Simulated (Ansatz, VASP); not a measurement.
# B2Sb3Os in VASP and in Ansatz

```
B Sb Os
1.0
     4.88939    0.00000    0.00000
     0.00000    4.88939    0.00000
     0.00000    0.00000    4.42860
B Sb Os
2 3 1
Direct
  0.50000 0.50000 0.00000
  0.00000 0.00000 0.00000
  0.00000 0.50000 0.00000
  0.50000 0.00000 0.00000
  0.50000 0.50000 0.50000
  0.00000 0.00000 0.50000
```

Alike in both runs: functional PBE; k mesh 8 × 8 × 8; occupations gaussian, width 0.1 eV; no spin polarisation.

Ansatz relaxed the structure, and its values are those at the end. VASP's run is a single point on that final structure, the one shown.

|  | VASP | Ansatz |
| --- | --- | --- |
| version | VASP 6.6.1 | Ansatz 0.2.0 |
| potentials or method | VASP PAW PBE potentials, release 64 (B, Sb, Os), cutoff 520 eV | scalar-relativistic, plane waves, PAW |
| valence electrons in the cell | 29 | 67 |

```tsv
	VASP	Ansatz	Ansatz less VASP
gap on the k mesh at the Fermi level (eV)	none	none	-
pressure (GPa)	0.0	0.0	-0.05
```

A gap of «none» marks a metal or a gap that the smearing closes. VASP's potentials hold 29 valence electrons a cell and Ansatz's 67, so a difference there can come from the potentials and not from the codes.

Neither program's run includes spin-orbit coupling.
